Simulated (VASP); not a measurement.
Write the native input for VASP 6.6.1 that does the following.

| Quantity | Value |
| --- | --- |
| Task | relaxation of cell and atoms |
| Functional | r2SCAN |
| Potentials or basis | VASP PAW PBE potentials, release 64 (Ru_pv) |
| Cutoff | 550 eV |
| k mesh | 12 × 12 × 12 |
| Occupations | gaussian, width 0.05 eV |
| Spin | no spin polarisation |
| Target pressure | 20 GPa |
| Dipole correction | no |
| Further INCAR settings | ALGO = Normal; EDIFF = 1e-07; IBRION = 2; EDIFFG = -0.01; NSW = 80; ISIF = 3 |

The system is Ru.

```
Ru
1.0
    -1.50500    1.50500    1.50500
     1.50500   -1.50500    1.50500
     1.50500    1.50500   -1.50500
Ru
1
Direct
  0.00000 0.00000 0.00000
```

This isn't the form of Ru at room conditions, which is hcp.

The input as run:

POSCAR

```
Ru
1.0
   -1.5050000000      1.5050000000      1.5050000000
    1.5050000000     -1.5050000000      1.5050000000
    1.5050000000      1.5050000000     -1.5050000000
Ru
1
Direct
    0.0000000000      0.0000000000      0.0000000000
```

INCAR.step1

```
ALGO = Normal
EDIFF = 1E-5
EDIFFG = -0.005
ENCUT = 550
GGA = PE
GGA_COMPAT = F
IBRION = 2
ISIF = 3
ISMEAR = 0
LASPH = T
LCHARG = F
LREAL = F
LWAVE = T
NELM = 120
NELMIN = 4
NSW = 100
PREC = Accurate
SIGMA = 0.05
```

INCAR.step2

```
ALGO = Normal
EDIFF = 1E-7
EDIFFG = -0.01
ENCUT = 550
GGA_COMPAT = F
IBRION = 2
ISIF = 3
ISMEAR = 0
ISTART = 1
LASPH = T
LCHARG = F
LMIXTAU = T
LREAL = F
LWAVE = F
METAGGA = R2SCAN
NELM = 120
NELMIN = 4
NSW = 80
PREC = Accurate
PSTRESS = 200.0
SIGMA = 0.05
```

KPOINTS

```
k-points
0
Gamma
  12 12 12
```

Potentials or basis: VASP PAW PBE potentials, release 64 (Ru_pv).

Run with:

```sh
$ cat potpaw_PBE.64/Ru_pv/POTCAR > POTCAR
$ cp INCAR.step1 INCAR
$ mpirun -np 1 vasp_std > vasp.out
$ cp INCAR.step2 INCAR
$ mpirun -np 1 vasp_std > vasp.out
```

Results of the run:

```json
{
 "Relaxed volume": "13.21 Å³/atom",
 "Relaxed cell": "a = 2.580 Å, b = 2.580 Å, c = 2.580 Å, α = 109.47°, β = 109.47°, γ = 109.47°",
 "Space group after relaxing (to 0.1 Å)": "Im-3m (No. 229)",
 "Energy change on relaxing (the run minimises the enthalpy)": "+36.6 meV/atom",
 "Ionic steps": "4",
 "Pressure after relaxing": "19.9 GPa",
 "Band gap on the k mesh": "zero (bands 7 and 8 overlap by 4.14 eV)"
}
```

Caveat: the cell is relaxed towards a set pressure, so the run minimises the enthalpy, not the energy; an empty level that is flat over the whole mesh can mark a ghost state of the potentials, or a narrow d or f band; the PAW data sets were made with another functional, which shifts forces and pressure a little.

Wall time 98 s on 1 thread of Intel(R) Xeon(R) 6975P-C (Granite Rapids), with other jobs on the host, peak memory 0.14 GiB.
